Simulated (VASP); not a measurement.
# SnO2 (P1) in VASP: single point with PBE

Aim: the single point of SnO2 with PBE.

Program: VASP 6.6.1. These are calculated values, not measurements. Logs are shortened: lines on timing, memory, paths and dates and some standing lists are left out, and cuts for length are marked.

## 1. The cell of the first run

The typed cell holds 3 atoms: a = 3.640 Å, b = 3.640 Å, c = 3.640 Å, α = 60.00°, β = 60.00°, γ = 60.00°.

## 2. Single point, PBE (one atom moved)

INCAR reads:

```
SYSTEM = SnO2
ALGO = Normal
EDIFF = 1E-6
ENCUT = 520
GGA = PE
ISIF = 2
ISMEAR = 0
LASPH = .True.
LCHARG = .False.
LREAL = .False.
LWAVE = .False.
NBANDS = 20
NELM = 100
PREC = Accurate
SIGMA = 0.1
```

KPOINTS reads:

```
k-points
0
Gamma
  12 12 12
  0 0 0
```

POSCAR reads:

```
SnO2
1.0
    0.0000000000      2.5741500000      2.5741500000
    2.5741500000      0.0000000000      2.5741500000
    2.5741500000      2.5741500000      0.0000000000
Sn O
1 2
Direct
    0.0673523299      0.0086222637     -0.0464638813
    0.2500000000      0.2500000000      0.2500000000
    0.7500000000      0.7500000000      0.7500000000
```

Potentials or basis: VASP PAW PBE potentials, release 64 (Sn_d, O).

The run is started by

```console
cat potpaw_PBE.64/Sn_d/POTCAR potpaw_PBE.64/O/POTCAR > POTCAR
mpirun -np 1 vasp_std > vasp.out
```

OUTCAR:

```text
SYSTEM = SnO2
   EDIFF = 1E-6
   ENCUT = 520
   GGA = PE
   ISIF = 2
   ISMEAR = 0
   LASPH = .True.
   LREAL = .False.
   NELM = 100
   PREC = Accurate

 ion  position               nearest neighbor table
   1  0.067  0.009  0.954-   3 2.03   2 2.10   2 2.15   3 2.21   2 2.27   3 2.33   3 2.37   2 2.43

   2  0.250  0.250  0.250-   1 2.10   1 2.15   1 2.27   1 2.43
   3  0.750  0.750  0.750-   1 2.03   1 2.21   1 2.33   1 2.37

  LATTYP: Found a face centered cubic cell.
 ALAT       =     5.1483000000

  Lattice vectors:

 A1 = (   0.0000000000,   2.5741500000,   2.5741500000)
 A2 = (   2.5741500000,   0.0000000000,   2.5741500000)
 A3 = (   2.5741500000,   2.5741500000,   0.0000000000)

Analysis of symmetry for initial positions (statically):
=====================================================================
 Subroutine PRICEL returns:
 Original cell was already a primitive cell.

 Routine SETGRP: Setting up the symmetry group for a
 face centered cubic supercell.

 Subroutine GETGRP returns: Found  1 space group operations
 (whereof  1 operations were pure point group operations)
 out of a pool of 48 trial point group operations.

The static configuration has the point symmetry C_1 .

Analysis of symmetry for dynamics (positions and initial velocities):
=====================================================================
 Subroutine PRICEL returns:
 Original cell was already a primitive cell.

 Routine SETGRP: Setting up the symmetry group for a
 face centered cubic supercell.

 Subroutine GETGRP returns: Found  1 space group operations
 (whereof  1 operations were pure point group operations)
 out of a pool of 48 trial point group operations.

The dynamic configuration has the point symmetry C_1 .

 Subroutine INISYM returns: Found  1 space group operations
 (whereof  1 operations are pure point group operations),
 and found     1 'primitive' translations

----------------------------------------------------------------------------------------

                                     Primitive cell

  volume of cell :      34.1139

  direct lattice vectors                    reciprocal lattice vectors
     0.000000000  2.574150000  2.574150000    -0.194238875  0.194238875  0.194238875
     2.574150000  0.000000000  2.574150000     0.194238875 -0.194238875  0.194238875
     2.574150000  2.574150000  0.000000000     0.194238875  0.194238875 -0.194238875

  length of vectors
     3.640397842  3.640397842  3.640397842     0.336431600  0.336431600  0.336431600

  position of ions in fractional coordinates (direct lattice)
     0.067352330  0.008622264  0.953536119
     0.250000000  0.250000000  0.250000000
     0.750000000  0.750000000  0.750000000

  ion indices of the primitive-cell ions
   primitive index   ion index
                 1           1
                 2           2
                 3           3

----------------------------------------------------------------------------------------

 KPOINTS: k-points

Automatic generation of k-mesh.
 Grid dimensions read from file:
 generate k-points for:   12   12   12

 Generating k-lattice:

  Cartesian coordinates                     Fractional coordinates (reciprocal lattice)
    -0.016186573  0.016186573  0.016186573     0.083333333  0.000000000  0.000000000
     0.016186573 -0.016186573  0.016186573     0.000000000  0.083333333  0.000000000
     0.016186573  0.016186573 -0.016186573     0.000000000  0.000000000  0.083333333

  Length of vectors
     0.028035967  0.028035967  0.028035967

  Shift w.r.t. Gamma in fractional coordinates (k-lattice)
     0.000000000  0.000000000  0.000000000

 Subroutine IBZKPT returns following result:
 ===========================================

 Found    868 irreducible k-points:

 Following reciprocal coordinates:
            Coordinates               Weight
  0.000000  0.000000  0.000000      1.000000
  0.083333  0.000000  0.000000      2.000000
  0.000000  0.083333  0.000000      2.000000
  0.000000  0.000000  0.083333      2.000000
  0.083333  0.083333  0.083333      2.000000
  0.166667  0.000000  0.000000      2.000000
[... 16 lines left out ...]
  0.000000  0.500000  0.000000      1.000000
  0.000000  0.000000  0.500000      1.000000
 [... further k-points ...]
   k-points           NKPTS =    868   k-points in BZ     NKDIM =    868   number of bands    NBANDS=     20
   number of dos      NEDOS =    301   number of ions     NIONS =      3
   total plane-waves  NPLWV =  21952
   dimension x,y,z NGX =    28 NGY =   28 NGZ =   28
   dimension x,y,z NGXF=    56 NGYF=   56 NGZF=   56
   ions per type =               1   2
   NGX,Y,Z   is equivalent  to a cutoff of  12.79, 12.79, 12.79 a.u.
   NGXF,Y,Z  is equivalent  to a cutoff of  25.57, 25.57, 25.57 a.u.
 SYSTEM =  SnO2
   PREC   = accura    normal or accurate (medium, high low for compatibility)
   ISTART =      0    job   : 0-new  1-cont  2-samecut
   ICHARG =      2    charge: 1-file 2-atom 10-const
   ISPIN  =      1    spin polarized calculation?
   LNONCOLLINEAR =      F non collinear calculations
   LSORBIT =      F    spin-orbit coupling
   LASPH  =      T    aspherical Exc in radial PAW
   ENCUT  =  520.0 eV  38.22 Ry    6.18 a.u.   6.77  6.77  6.77*2*pi/ulx,y,z
   NELM   =    100;   NELMIN=  2; NELMDL= -5     # of ELM steps
   EDIFF  = 0.1E-05   stopping-criterion for ELM
   LREAL  =      F    real-space projection
   EDIFFG = 0.1E-04   stopping-criterion for IOM
   NSW    =      0    number of steps for IOM
   IBRION =     -1    ionic relax: 0-MD 1-quasi-New 2-CG
   NFREE  =      0    steps in history (QN), initial steepest desc. (CG)
   ISIF   =      2    stress and relaxation
   ISYM   =      2    0-nonsym 1-usesym 2-fastsym
   POTIM  = 0.5000    time-step for ionic-motion
   TEBEG  =    0.0;   TEEND  =   0.0 temperature during run
   PSTRESS=    0.0 pullay stress
   NELECT =      26.0000    total number of electrons
   NUPDOWN=      -1.0000    fix difference up-down
   EMIN   =  10.00;   EMAX   =-10.00  energy-range for DOS
   EFERMI =   0.00;   METHOD = LEGACY
   ISMEAR =     0;   SIGMA  =   0.10  broadening in eV -4-tet -1-fermi 0-gaus
   EFERMI_NEDOS =   21; number of points for ismear=-14 and -15
   IALGO  =     38    algorithm
   IMIX   =      4    mixing-type and parameters
     AMIX     =   0.40;   BMIX     =  1.00
     AMIX_MAG =   1.60;   BMIX_MAG =  1.00
  volume/ion in A,a.u.               =      11.37        76.74
  Fermi-wavevector in a.u.,A,eV,Ry     =   1.495393  2.825884 30.425363  2.236201
  Thomas-Fermi vector in A             =   2.607544
   LORBIT       =      0    0 simple, 1 ext, 2 COOP (PROOUT), +10 PAW based schemes
   GGA     = PE    functional components
   LHFCALC =     F    Hartree Fock is set to
   AEXX    =    0.0000 exact exchange contribution
   IVDW    =     0    specifies the selected vdW correction
   LEPSILON=     F    determine dielectric tensor
   LRPA    =     F    only Hartree local field effects (RPA)
 non-spin polarized calculation
 Gauss-broadening in eV      SIGMA  =   0.10
  energy-cutoff  :      520.00
  volume of cell :       34.11
 maximum number of plane-waves:       941
   NGX = 13   NGY = 13   NGZ = 13

 number of electron      25.9999994 magnetization

 Free energy of the ion-electron system (eV)
  ---------------------------------------------------
  ext. energy  EPLUGINS =         0.00000000
  ---------------------------------------------------
  free energy    TOTEN  =       -17.70051633 eV

  energy without entropy =      -17.70033667  energy(sigma->0) =      -17.70042650

 E-fermi :   7.5630     XC(G=0): -11.6506

 val. band max:        7.4648275712   @ k =   0.5000   0.0000   0.5000
 cond. band min:       7.9935494346   @ k =   0.0833   0.0000   0.0000
 fundamental gap:      0.5287218633
 Fermi energy:         7.5629554502

 k-point     1 :       0.0000    0.0000    0.0000
  band No.  band energies     occupation
      1     -13.3725      2.00000
      2     -13.2481      2.00000
      3     -13.2300      2.00000
      4     -13.1237      2.00000
      5     -13.0818      2.00000
      6     -12.0126      2.00000
[... 12 lines left out ...]
     19      22.2910      0.00000
     20      22.4057      0.00000

 k-point     2 :       0.0833    0.0000    0.0000
  band No.  band energies     occupation
      1     -13.3927      2.00000
      2     -13.2443      2.00000
      3     -13.2254      2.00000
      4     -13.1229      2.00000
      5     -13.0816      2.00000
      6     -11.9449      2.00000
[... 12 lines left out ...]
     19      22.3286      0.00000
     20      22.4155      0.00000

 k-point     3 :       0.0000    0.0833    0.0000
  band No.  band energies     occupation
      1     -13.3823      2.00000
      2     -13.2496      2.00000
      3     -13.2320      2.00000
      4     -13.1240      2.00000
      5     -13.0825      2.00000
      6     -11.9397      2.00000
[... 12 lines left out ...]
     19      22.3738      0.00000
     20      22.4242      0.00000

 k-point     4 :       0.0000    0.0000    0.0833
  band No.  band energies     occupation
      1     -13.3858      2.00000
      2     -13.2547      2.00000
      3     -13.2229      2.00000
      4     -13.1236      2.00000
      5     -13.0821      2.00000
      6     -11.9417      2.00000
[... 12 lines left out ...]
     19      22.3382      0.00000
     20      22.4362      0.00000

 k-point     5 :       0.0833    0.0833    0.0833
  band No.  band energies     occupation
      1     -13.3834      2.00000
      2     -13.2542      2.00000
      3     -13.2262      2.00000
      4     -13.1239      2.00000
      5     -13.0824      2.00000
      6     -11.9404      2.00000
[... 12 lines left out ...]
     19      22.3563      0.00000
     20      22.4330      0.00000
[... 353 lines left out ...]
      6     -10.3125      2.00000
[... 12 lines left out ...]
     19      22.5055      0.00000
     20      23.1503      0.00000

 k-point    22 :       0.5000    0.0000    0.0000
  band No.  band energies     occupation
      1     -13.7203      2.00000
      2     -13.2234      2.00000
      3     -13.1999      2.00000
      4     -13.0713      2.00000
      5     -13.0523      2.00000
      6     -10.0833      2.00000
[... 12 lines left out ...]
     19      22.4374      0.00000
     20      23.0191      0.00000

 k-point    23 :       0.0000    0.5000    0.0000
  band No.  band energies     occupation
      1     -13.6369      2.00000
      2     -13.3184      2.00000
      3     -13.1872      2.00000
      4     -13.0929      2.00000
      5     -13.0682      2.00000
      6      -9.8714      2.00000
[... 12 lines left out ...]
     19      22.4385      0.00000
     20      23.0077      0.00000

 k-point    24 :       0.0000    0.0000    0.5000
  band No.  band energies     occupation
      1     -13.6773      2.00000
      2     -13.2840      2.00000
      3     -13.1867      2.00000
      4     -13.0816      2.00000
      5     -13.0599      2.00000
      6      -9.9709      2.00000
[... 12 lines left out ...]
     19      22.4790      0.00000
     20      22.9823      0.00000

 [... further k-points ...]
[... 5 lines left out ...]
  --------------------------------------------------------------------------------------
  -------------------------------------------------------------------------------------
  Total        1.0010770      1.0738863      0.8140083     -0.2657444      0.4522177     -0.7854640
  in kB       47.0160934     50.4356147     38.2303155    -12.4808191     21.2386339    -36.8897165
  external PRESSURE =      45.2273412 kB  Pullay stress =       0.0000000 kB

 VOLUME and BASIS-vectors are now :
 -----------------------------------------------------------------------------
  energy-cutoff  :      520.00
  volume of cell :       34.11
      direct lattice vectors                 reciprocal lattice vectors
     0.000000000  2.574150000  2.574150000    -0.194238875  0.194238875  0.194238875
     2.574150000  0.000000000  2.574150000     0.194238875 -0.194238875  0.194238875
     2.574150000  2.574150000  0.000000000     0.194238875  0.194238875 -0.194238875

 POSITION                                       TOTAL-FORCE (eV/Angst)
 -----------------------------------------------------------------------------------
      2.47674      2.62792      0.19557         1.013735     -0.585684     -1.703985
      1.28707      1.28707      1.28707        -0.256725     -0.153503      0.720056
      3.86123      3.86123      3.86123        -0.757010      0.739188      0.983929
 -----------------------------------------------------------------------------------
    total drift:                               -0.000102      0.000102      0.000152

  FREE ENERGIE OF THE ION-ELECTRON SYSTEM (eV)
  ---------------------------------------------------
  free  energy   TOTEN  =       -17.7005163304 eV

  energy  without entropy=      -17.7003366699  energy(sigma->0) =      -17.70042650
```

It took 10 min on 1 thread of Intel Xeon Platinum 8259CL at 2.50GHz (Skylake/Cascade Lake), shared host; peak memory 0.59 GiB.

Results:

```yaml
Free_energy: -17.7005 eV
Pressure: 4.5 GPa
Largest_force: 2.067 eV/Å
Band_gap_on_the_k_mesh: zero (band 13 reaches 7.46 eV, above the bottom of band 14 at 7.18 eV)
```

Forces in eV/Å, atoms in the order of the input:
```
Sn   1.014 -0.586 -1.704
O   -0.257 -0.154  0.720
O   -0.757  0.739  0.984
```

Levels at points of the mesh, in eV from the Fermi level:
```csv
k point,band 10,band 11,band 12,band 13,band 14,band 15,band 16,band 17
"(0.00, 0.00, 0.00)",-3.00,-1.46,-1.45,-1.39,-0.38,6.65,6.95,7.12
"(0.50, 0.00, 0.00)",-3.56,-3.41,-2.25,-2.22,4.16,7.67,9.78,10.01
"(0.00, 0.50, 0.00)",-3.61,-3.48,-2.16,-2.14,4.16,7.56,9.96,10.18
"(0.00, 0.00, 0.50)",-3.59,-3.45,-2.22,-2.15,4.16,7.61,9.79,10.18
"(0.50, 0.50, 0.50)",-3.59,-3.48,-2.19,-2.14,4.16,7.58,9.87,10.20
"(0.50, 0.50, 0.00)",-5.45,-0.54,-0.48,-0.18,2.75,6.69,9.52,11.71
"(0.00, 0.50, 0.50)",-5.30,-0.66,-0.48,-0.11,2.72,6.77,9.39,11.63
"(0.50, 0.00, 0.50)",-5.23,-0.68,-0.49,-0.10,2.71,6.79,9.37,11.58
```

Caveat: the cell differs from its parent crystal (one atom moved); spin-orbit coupling is left out, which moves the levels of the heavy elements; forces of over 1 eV/Å act on the atoms, so gaps and moduli don't describe the material at rest.
